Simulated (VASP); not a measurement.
A run of VASP 6.6.1 is set up as follows.

File INCAR:

```
SYSTEM = LiCl
  PREC = Accurate
  ENCUT = 600
  EDIFF = 1E-7
  ISMEAR = 0
  SIGMA = 0.1
  LREAL = .False.
  LASPH = .True.
  NELM = 60
  ALGO = Normal
  ISIF = 3
  LWAVE = .False.
  LCHARG = .False.
  GGA = PE
  IBRION = 2
  NSW = 80
  EDIFFG = -0.025
```

File KPOINTS:

```
regular mesh
0
Gamma
  4 2 2
  0 0 0
```

The input POSCAR:

```
LiCl
1.0
    0.0076591123     -0.0004576939     -3.6395872703
    3.0496372035     -5.4127247778     -0.0070697898
   -9.0765840185     -5.3709664232      0.0185569029
Li Cl
6 6
Direct
    0.3649195174      0.3335264287      0.6846771155
    0.2945550962      0.8188793311      0.2015067850
    0.7113623342      0.9323191019      0.4751136765
    0.6695177364      0.3805797084      0.0279070761
    0.9550169511      0.7778697747      0.8151471801
    0.9792788582      0.2843591708      0.3027826822
    0.8436166890      0.1753299072      0.8209565721
    0.8447556159      0.6862477125      0.3021922120
    0.1807407927      0.1307974140      0.5274211068
    0.2251901699      0.6512687758     -0.0161609959
    0.4117214905      0.6818108399      0.6853792298
    0.5193247484      0.1470118348      0.1730773599
```

Potentials or basis: VASP PAW PBE potentials, release 64 (Li_sv, Cl).

Run with:

```bash
$ cat potpaw_PBE.64/Li_sv/POTCAR potpaw_PBE.64/Cl/POTCAR > POTCAR
$ mpirun -np 1 vasp_std > vasp.out
```

(1) What does it give for the relaxed volume?

(2) Estimate the space group after relaxing (to 0.1 Å).

Results:

(1) 20.41 Å³/atom.

(2) P3_221 (No. 154).

Caveat: the k points lie up to 0.51 Å⁻¹ apart in the final cell; the cutoff is under 1.25 times the usual one of these potentials, so pressure, stress and relaxed cells hold a basis-set (Pulay) error.
